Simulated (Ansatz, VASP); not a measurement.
## One calculation of AgCl, two programs

The input INCAR:

```
PREC = Accurate
ENCUT = 520
EDIFF = 1E-6
ISMEAR = -1
SIGMA = 0.03
LREAL = False
LASPH = True
NELM = 60
ALGO = Normal
ISIF = 2
LWAVE = False
LCHARG = True
GGA = PE
LELF = True
LVHAR = True
NBANDS = 26
```

The input KPOINTS:

```
regular mesh
0
Gamma
  9 9 8
```

POSCAR

```
AgCl
1.0
    1.8334915089     -5.4454633311      0.0000000000
    1.8334915089      5.4454633311      0.0000000000
    0.0000000000      0.0000000000      3.9240373500
Ag Cl
2 2
Direct
    0.3965554000      0.6034446000      0.7500000000
    0.6034446000      0.3965554000      0.2500000000
    0.8654487300      0.1345512700      0.2500000000
    0.1345512700      0.8654487300      0.7500000000
```

Input for Ansatz:

```yaml
crystal:
  lattice:
    - [1.8334915089, -5.4454633311, 0.0]
    - [1.8334915089, 5.4454633311, 0.0]
    - [0.0, 0.0, 3.92403735]
  atoms:
    - { symbol: Ag, position: [0.3965554, 0.6034446, 0.75] }
    - { symbol: Ag, position: [0.6034446, 0.3965554, 0.25] }
    - { symbol: Cl, position: [0.86544873, 0.13455127, 0.25] }
    - { symbol: Cl, position: [0.13455127, 0.86544873, 0.75] }
kpoints:
  mp_grid: { grid: [9, 9, 8] }
  band_path:
    path:
      - [0.0, 0.0, 0.0]
      - [-0.5, 0.5, 0.0]
      - [-0.2783418463, 0.7216581537, 0.0]
      - [0.2783418463, 0.2783418463, 0.0]
      - [0.0, 0.0, 0.0]
      - [0.0, 0.0, 0.5]
      - [0.2783418463, 0.2783418463, 0.5]
      - [-0.2783418463, 0.7216581537, 0.5]
      - [-0.5, 0.5, 0.5]
    npoints: 5
scf:
  occupations: { method: fermi_dirac, width: 0.03 }
hamiltonian:
  xc: pbe
  pseudopotentials: { kind: all_electron, lapw: { basis_error: 0.001 } }
output:
  forces: true
  stress: true
  eigenvalues: true
```

Change from the starting cell: equal xx and yy strain of -2 %.

Alike in both runs: task single point; functional PBE; k mesh 9 × 9 × 8; occupations fermi-dirac, width 0.03 eV; no spin polarisation.

```csv
,VASP,Ansatz
version,VASP 6.6.1,Ansatz 0.2.0
potentials or method,"VASP PAW PBE potentials, release 64 (Ag, Cl), cutoff 520 eV","all-electron LAPW, scalar-relativistic"
```

```csv
,VASP,Ansatz,Ansatz less VASP
pressure (GPa),3.9,4.0,+0.16
"traceless stress, the component that is largest in VASP (GPa)",-0.26,-0.31,-0.047
rms of the force components (eV/Å),0.011,0.013,+0.0020
```

Atom by atom the forces differ by 0.002 eV/Å (rms over components). Ansatz ran all-electron here, and VASP with PAW potentials.
